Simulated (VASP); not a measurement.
# SnS2 (Berndtite-2T): single point with PBE

The system is SnS2 (Berndtite-2T).

```
Sn S
1.0
     3.66076    0.00000    0.00000
    -1.83038    3.17031    0.00000
     0.00000    0.00000    5.96180
Sn S
1 2
Cartesian
  0.0000 0.0000 0.0000
  0.0000 2.1135 1.4642
  1.8304 1.0568 4.4976
```

```
Program             : VASP 6.6.1
Task                : single point
Functional          : PBE
Potentials or basis : VASP PAW PBE potentials, release 64 (Sn_d, S)
Cutoff              : 500 eV
k mesh              : 12 × 12 × 4
Occupations         : gaussian, width 0.01 eV
Spin                : no spin polarisation
```

| Item | Value |
| --- | --- |
| Pressure | 3.0 GPa |
| Largest force | 0.215 eV/Å |
| Band gap on the k mesh | 1.50 eV, indirect (least direct gap 1.92 eV) |

Forces on the atoms (eV/Å):
```
Sn   0.000  0.000  0.000
S    0.000  0.000  0.215
S    0.000  0.000 -0.215
```

Stress tensor (GPa, compression positive):
```
2.94 0.00 0.00
0.00 2.94 0.00
0.00 0.00 3.10
```

Levels at points of the mesh, in eV from the valence-band top:
```
           k point  band 9  band 10  band 11  band 12  band 13  band 14  band 15  band 16  band 17  band 18
(0.00, 0.00, 0.00)   -0.62    -0.62    -0.33    -0.33    -0.01     1.96     3.67     5.44     5.44     8.92
(0.50, 0.00, 0.00)   -4.31    -2.60    -2.50    -0.91    -0.27     1.71     4.54     6.06     6.23     7.61
(0.00, 0.00, 0.50)   -1.77    -0.69    -0.69    -0.21    -0.21     3.04     3.73     5.21     5.21     8.95
(0.50, 0.00, 0.50)   -4.70    -2.36    -1.78    -0.66    -0.57     1.52     4.76     5.66     6.44     6.95
```

Wall time 92 s on 1 thread of Intel(R) Xeon(R) Platinum 8375C CPU @ 2.90GHz (Ice Lake), with other jobs on the host, peak memory 0.22 GiB.

Caveat: spin-orbit coupling is left out, which moves the levels of the heavy elements; this functional lacks dispersion, which binds the layers, so the pressure and a relaxed spacing across them are unreliable. A k mesh can miss the band edges.
